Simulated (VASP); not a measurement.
# MgO (F-43m) in VASP: notebook

MgO is run at these levels: PBE; tasks: single point.

All numbers are computed with VASP 6.6.1; they aren't measurements. Logs are shortened: lines on timing, memory, paths and dates and some standing lists are left out, and cuts for length are marked.

## (1) The cell of the first run

Symmetry: F-43m, No. 216, cubic system. Conventional cell: a = 4.564 Å, b = 4.564 Å, c = 4.564 Å, α = 90.00°, β = 90.00°, γ = 90.00°. Mg (site symmetry -43m) has 4 O at 1.98 Å within 2.6 Å. O (site symmetry -43m) has 4 Mg at 1.98 Å within 2.6 Å.

## (2) Single point, PBE

The input, INCAR:

```
SYSTEM = MgO
PREC = Accurate ; ENCUT = 520
EDIFF = 1E-7 ; ISMEAR = 0
SIGMA = 0.01 ; LREAL = .FALSE.
LASPH = .TRUE. ; NELM = 80
ALGO = Normal ; ISIF = 2
LWAVE = .FALSE. ; LCHARG = .FALSE.
GGA = PE ; NBANDS = 11
```

The input, KPOINTS:

```
Automatic mesh
0
G
  6 6 6
  0 0 0
```

The input, POSCAR:

```
MgO
1.0
    0.0000000000      2.2820056617      2.2820056617
    2.2820056617      0.0000000000      2.2820056617
    2.2820056617      2.2820056617      0.0000000000
Mg O
1 1
Direct
    0.0000000000      0.0000000000      0.0000000000
    0.2500000000      0.2500000000      0.2500000000
```

Potentials or basis: VASP PAW PBE potentials, release 64 (Mg, O).

Command:

```sh
> cat potpaw_PBE.64/Mg/POTCAR potpaw_PBE.64/O/POTCAR > POTCAR
> mpirun -np 1 vasp_std > vasp.out
```

OUTCAR:

```text
SYSTEM = MgO
   PREC = Accurate
   ENCUT = 520
   EDIFF = 1E-7
   ISMEAR = 0
   LREAL = .FALSE.
   LASPH = .TRUE.
   NELM = 80
   ISIF = 2
   GGA = PE

 ion  position               nearest neighbor table
   1  0.000  0.000  0.000-   2 1.98   2 1.98   2 1.98   2 1.98
   2  0.250  0.250  0.250-   1 1.98   1 1.98   1 1.98   1 1.98

  LATTYP: Found a face centered cubic cell.
 ALAT       =     4.5640113234

  Lattice vectors:

 A1 = (   0.0000000000,   2.2820056617,   2.2820056617)
 A2 = (   2.2820056617,   0.0000000000,   2.2820056617)
 A3 = (   2.2820056617,   2.2820056617,   0.0000000000)

Analysis of symmetry for initial positions (statically):
=====================================================================
 Subroutine PRICEL returns:
 Original cell was already a primitive cell.

 Routine SETGRP: Setting up the symmetry group for a
 face centered cubic supercell.

 Subroutine GETGRP returns: Found 24 space group operations
 (whereof 24 operations were pure point group operations)
 out of a pool of 48 trial point group operations.

The static configuration has the point symmetry T_d .

Analysis of symmetry for dynamics (positions and initial velocities):
=====================================================================
 Subroutine PRICEL returns:
 Original cell was already a primitive cell.

 Routine SETGRP: Setting up the symmetry group for a
 face centered cubic supercell.

 Subroutine GETGRP returns: Found 24 space group operations
 (whereof 24 operations were pure point group operations)
 out of a pool of 48 trial point group operations.

The dynamic configuration has the point symmetry T_d .

 Subroutine INISYM returns: Found 24 space group operations
 (whereof 24 operations are pure point group operations),
 and found     1 'primitive' translations

----------------------------------------------------------------------------------------

                                     Primitive cell

  volume of cell :      23.7673

  direct lattice vectors                    reciprocal lattice vectors
     0.000000000  2.282005662  2.282005662    -0.219105504  0.219105504  0.219105504
     2.282005662  0.000000000  2.282005662     0.219105504 -0.219105504  0.219105504
     2.282005662  2.282005662  0.000000000     0.219105504  0.219105504 -0.219105504

  length of vectors
     3.227243356  3.227243356  3.227243356     0.379501865  0.379501865  0.379501865

  position of ions in fractional coordinates (direct lattice)
     0.000000000  0.000000000  0.000000000
     0.250000000  0.250000000  0.250000000

  ion indices of the primitive-cell ions
   primitive index   ion index
                 1           1
                 2           2

----------------------------------------------------------------------------------------

 KPOINTS: Automatic mesh

Automatic generation of k-mesh.
 Grid dimensions read from file:
 generate k-points for:    6    6    6

 Generating k-lattice:

  Cartesian coordinates                     Fractional coordinates (reciprocal lattice)
    -0.036517584  0.036517584  0.036517584     0.166666667  0.000000000  0.000000000
     0.036517584 -0.036517584  0.036517584     0.000000000  0.166666667  0.000000000
     0.036517584  0.036517584 -0.036517584     0.000000000  0.000000000  0.166666667

  Length of vectors
     0.063250311  0.063250311  0.063250311

  Shift w.r.t. Gamma in fractional coordinates (k-lattice)
     0.000000000  0.000000000  0.000000000

 Subroutine IBZKPT returns following result:
 ===========================================

 Found     16 irreducible k-points:

 Following reciprocal coordinates:
            Coordinates               Weight
  0.000000  0.000000  0.000000      1.000000
  0.166667  0.000000  0.000000      8.000000
  0.333333  0.000000  0.000000      8.000000
  0.500000  0.000000  0.000000      4.000000
  0.166667  0.166667  0.000000      6.000000
  0.333333  0.166667  0.000000     24.000000
[... 8 lines left out ...]
 -0.333333  0.333333  0.166667     24.000000
 -0.333333  0.500000  0.166667     12.000000
   k-points           NKPTS =     16   k-points in BZ     NKDIM =     16   number of bands    NBANDS=     11
   number of dos      NEDOS =    301   number of ions     NIONS =      2
   total plane-waves  NPLWV =  13824
   dimension x,y,z NGX =    24 NGY =   24 NGZ =   24
   dimension x,y,z NGXF=    48 NGYF=   48 NGZF=   48
   ions per type =               1   1
   NGX,Y,Z   is equivalent  to a cutoff of  12.36, 12.36, 12.36 a.u.
   NGXF,Y,Z  is equivalent  to a cutoff of  24.73, 24.73, 24.73 a.u.
 SYSTEM =  MgO
   PREC   = accura    normal or accurate (medium, high low for compatibility)
   ISTART =      0    job   : 0-new  1-cont  2-samecut
   ICHARG =      2    charge: 1-file 2-atom 10-const
   ISPIN  =      1    spin polarized calculation?
   LNONCOLLINEAR =      F non collinear calculations
   LSORBIT =      F    spin-orbit coupling
   LASPH  =      T    aspherical Exc in radial PAW
   ENCUT  =  520.0 eV  38.22 Ry    6.18 a.u.   6.00  6.00  6.00*2*pi/ulx,y,z
   NELM   =     80;   NELMIN=  2; NELMDL= -5     # of ELM steps
   EDIFF  = 0.1E-06   stopping-criterion for ELM
   LREAL  =      F    real-space projection
   EDIFFG = 0.1E-05   stopping-criterion for IOM
   NSW    =      0    number of steps for IOM
   IBRION =     -1    ionic relax: 0-MD 1-quasi-New 2-CG
   NFREE  =      0    steps in history (QN), initial steepest desc. (CG)
   ISIF   =      2    stress and relaxation
   ISYM   =      2    0-nonsym 1-usesym 2-fastsym
   POTIM  = 0.5000    time-step for ionic-motion
   TEBEG  =    0.0;   TEEND  =   0.0 temperature during run
   PSTRESS=    0.0 pullay stress
   NELECT =       8.0000    total number of electrons
   NUPDOWN=      -1.0000    fix difference up-down
   EMIN   =  10.00;   EMAX   =-10.00  energy-range for DOS
   EFERMI =   0.00;   METHOD = LEGACY
   ISMEAR =     0;   SIGMA  =   0.01  broadening in eV -4-tet -1-fermi 0-gaus
   EFERMI_NEDOS =   21; number of points for ismear=-14 and -15
   IALGO  =     38    algorithm
   IMIX   =      4    mixing-type and parameters
     AMIX     =   0.40;   BMIX     =  1.00
     AMIX_MAG =   1.60;   BMIX_MAG =  1.00
  volume/ion in A,a.u.               =      11.88        80.19
  Fermi-wavevector in a.u.,A,eV,Ry     =   1.138793  2.152007 17.644708  1.296849
  Thomas-Fermi vector in A             =   2.275497
   LORBIT       =      0    0 simple, 1 ext, 2 COOP (PROOUT), +10 PAW based schemes
   GGA     = PE    functional components
   LHFCALC =     F    Hartree Fock is set to
   AEXX    =    0.0000 exact exchange contribution
   IVDW    =     0    specifies the selected vdW correction
   LEPSILON=     F    determine dielectric tensor
   LRPA    =     F    only Hartree local field effects (RPA)
 non-spin polarized calculation
 Gauss-broadening in eV      SIGMA  =   0.01
  energy-cutoff  :      520.00
  volume of cell :       23.77
 maximum number of plane-waves:       650
   NGX = 13   NGY = 13   NGZ = 13

 number of electron       8.0000007 magnetization

 Free energy of the ion-electron system (eV)
  ---------------------------------------------------
  ext. energy  EPLUGINS =         0.00000000
  ---------------------------------------------------
  free energy    TOTEN  =       -11.69311579 eV

  energy without entropy =      -11.69311579  energy(sigma->0) =      -11.69311579

 E-fermi :   0.9018     XC(G=0):  -9.7204

 val. band max:        0.7878777363   @ k =   0.0000   0.0000   0.0000
 cond. band min:       4.4292468241   @ k =   0.0000   0.0000   0.0000
 fundamental gap:      3.6413690879
 Fermi energy:         0.9017926202

 k-point     1 :       0.0000    0.0000    0.0000
  band No.  band energies     occupation
      1     -15.1125      2.00000
      2       0.7879      2.00000
      3       0.7879      2.00000
      4       0.7879      2.00000
      5       4.4292      0.00000
      6      17.6031      0.00000
      7      17.6031      0.00000
      8      17.6031      0.00000
      9      21.1082      0.00000
     10      21.1083      0.00000
     11      21.1973      0.00000

 k-point     2 :       0.1667    0.0000    0.0000
  band No.  band energies     occupation
      1     -14.9552      2.00000
      2      -0.2863      2.00000
      3       0.7406      2.00000
      4       0.7407      2.00000
      5       5.7330      0.00000
      6      15.5398      0.00000
      7      17.3026      0.00000
      8      17.3026      0.00000
      9      19.4693      0.00000
     10      19.4693      0.00000
     11      20.2936      0.00000

 k-point     3 :       0.3333    0.0000    0.0000
  band No.  band energies     occupation
      1     -14.6212      2.00000
      2      -1.6875      2.00000
      3       0.6490      2.00000
      4       0.6490      2.00000
      5       7.8391      0.00000
      6      12.5529      0.00000
      7      15.9617      0.00000
      8      15.9617      0.00000
      9      20.1086      0.00000
     10      20.9986      0.00000
     11      20.9986      0.00000

 k-point     4 :       0.5000    0.0000    0.0000
  band No.  band energies     occupation
      1     -14.4432      2.00000
      2      -2.2509      2.00000
      3       0.6046      2.00000
      4       0.6046      2.00000
      5       9.5770      0.00000
      6      10.4760      0.00000
      7      15.4105      0.00000
      8      15.4105      0.00000
      9      20.4507      0.00000
     10      22.5646      0.00000
     11      22.5646      0.00000

 k-point     5 :       0.1667    0.1667    0.0000
  band No.  band energies     occupation
      1     -14.9040      2.00000
      2      -0.3038      2.00000
      3       0.5912      2.00000
      4       0.5912      2.00000
      5       6.0486      0.00000
      6      15.4706      0.00000
      7      16.4738      0.00000
      8      17.2751      0.00000
      9      17.2751      0.00000
     10      21.8944      0.00000
     11      23.3113      0.00000
[... 99 lines left out ...]
 k-point    13 :       0.5000    0.5000    0.0000
  band No.  band energies     occupation
      1     -14.2461      2.00000
      2      -1.7231      2.00000
      3       0.0485      2.00000
      4       0.0485      2.00000
      5       7.0455      0.00000
      6      12.3433      0.00000
      7      14.9022      0.00000
      8      17.4651      0.00000
      9      17.4651      0.00000
     10      22.8012      0.00000
     11      27.4505      0.00000

 k-point    14 :       0.5000    0.3333    0.1667
  band No.  band energies     occupation
      1     -14.4072      2.00000
      2      -1.4880      2.00000
      3      -0.2088      2.00000
      4       0.3261      2.00000
      5       8.4411      0.00000
      6      12.1758      0.00000
      7      14.1661      0.00000
      8      16.2043      0.00000
      9      19.2241      0.00000
     10      22.6358      0.00000
     11      24.9802      0.00000

 k-point    15 :      -0.3333    0.3333    0.1667
  band No.  band energies     occupation
      1     -14.2920      2.00000
      2      -1.4493      2.00000
      3      -0.5717      2.00000
      4       0.1600      2.00000
      5       8.9075      0.00000
      6      11.7258      0.00000
      7      14.0793      0.00000
      8      15.7985      0.00000
      9      20.5919      0.00000
     10      21.4665      0.00000
     11      26.2278      0.00000

 k-point    16 :      -0.3333    0.5000    0.1667
  band No.  band energies     occupation
      1     -14.2411      2.00000
      2      -1.3359      2.00000
      3      -0.4474      2.00000
      4      -0.1873      2.00000
      5       8.0689      0.00000
      6      12.3653      0.00000
      7      14.7333      0.00000
      8      15.3644      0.00000
      9      19.2882      0.00000
     10      23.5853      0.00000
     11      24.6506      0.00000

------------------------ aborting loop because EDIFF is reached ----------------------------------------

  FORCE on cell =-STRESS in cart. coord.  units (eV):
  Direction    XX          YY          ZZ          XY          YZ          ZX
  --------------------------------------------------------------------------------------
  -------------------------------------------------------------------------------------
  Total        0.5164607      0.5164607      0.5164607     -0.0000000      0.0000000      0.0000000
  in kB       34.8151040     34.8151040     34.8151040     -0.0000000      0.0000000      0.0000000
  external PRESSURE =      34.8151040 kB  Pullay stress =       0.0000000 kB

 VOLUME and BASIS-vectors are now :
 -----------------------------------------------------------------------------
  energy-cutoff  :      520.00
  volume of cell :       23.77
      direct lattice vectors                 reciprocal lattice vectors
     0.000000000  2.282005662  2.282005662    -0.219105504  0.219105504  0.219105504
     2.282005662  0.000000000  2.282005662     0.219105504 -0.219105504  0.219105504
     2.282005662  2.282005662  0.000000000     0.219105504  0.219105504 -0.219105504

 POSITION                                       TOTAL-FORCE (eV/Angst)
 -----------------------------------------------------------------------------------
      0.00000      0.00000      0.00000         0.000000     -0.000000      0.000000
      1.14100      1.14100      1.14100        -0.000000      0.000000     -0.000000
 -----------------------------------------------------------------------------------
    total drift:                               -0.000001     -0.000001     -0.000001

  FREE ENERGIE OF THE ION-ELECTRON SYSTEM (eV)
  ---------------------------------------------------
  free  energy   TOTEN  =       -11.6931157860 eV

  energy  without entropy=      -11.6931157860  energy(sigma->0) =      -11.69311579
```

It took 4.4 s on 1 thread of Intel Xeon Platinum 8259CL at 2.50GHz (Skylake/Cascade Lake), shared host; peak memory 0.13 GiB.

Results:

```yaml
Free_energy: -11.6931 eV
Pressure: 3.5 GPa
Band_gap_on_the_k_mesh: 3.64 eV, direct
```

Levels at points of the mesh, in eV from the valence-band top:
```
           k point  band 1  band 2  band 3  band 4  band 5  band 6  band 7  band 8  band 9
(0.00, 0.00, 0.00)  -15.90    0.00    0.00    0.00    3.64   16.82   16.82   16.82   20.32
(0.50, 0.00, 0.00)  -15.23   -3.04   -0.18   -0.18    8.79    9.69   14.62   14.62   19.66
(0.50, 0.50, 0.00)  -15.03   -2.51   -0.74   -0.74    6.26   11.56   14.11   16.68   16.68
```

## (3) Single point, PBE (strain +4.0%)

The input, INCAR:

```
PREC = Accurate ; ENCUT = 520
EDIFF = 1E-7 ; ISMEAR = -1
SIGMA = 0.02 ; LREAL = False
LASPH = True ; NELM = 100
ALGO = Normal ; ISIF = 2
LWAVE = False ; LCHARG = False
GGA = PE ; NBANDS = 11
```

The input, KPOINTS:

```
regular mesh
0
Gamma
  10 10 10
```

The input, POSCAR:

```
MgO
1.0
    0.0000000000      2.3732858882      2.3732858882
    2.3732858882      0.0000000000      2.3732858882
    2.3732858882      2.3732858882      0.0000000000
Mg O
1 1
Direct
    0.0000000000      0.0000000000      0.0000000000
    0.2500000000      0.2500000000      0.2500000000
```

Potentials or basis: VASP PAW PBE potentials, release 64 (Mg, O).

Command:

```sh
> cat potpaw_PBE.64/Mg/POTCAR potpaw_PBE.64/O/POTCAR > POTCAR
> mpirun -np 1 vasp_std > vasp.out
```

It took 15 s on 1 thread of Intel Xeon Platinum 8259CL at 2.50GHz (Skylake/Cascade Lake), shared host; peak memory 0.16 GiB.

Results (log left out):

* Free energy: -11.6365 eV
* Pressure: -8.7 GPa
* Band gap on the k mesh: 3.01 eV, direct

Levels at points of the mesh, in eV from the valence-band top:
| k point | band 1 | band 2 | band 3 | band 4 | band 5 | band 6 | band 7 | band 8 |
| --- | --- | --- | --- | --- | --- | --- | --- | --- |
| (0.00, 0.00, 0.00) | -15.59 | 0.00 | 0.00 | 0.00 | 3.01 | 15.55 | 15.55 | 15.55 |
| (0.50, 0.00, 0.00) | -15.07 | -2.74 | -0.18 | -0.18 | 7.96 | 8.82 | 13.74 | 13.74 |
| (0.50, 0.50, 0.00) | -14.92 | -2.27 | -0.69 | -0.69 | 5.97 | 10.94 | 12.48 | 15.30 |

Caveat: the cell differs from its parent crystal (strain +4.0%).
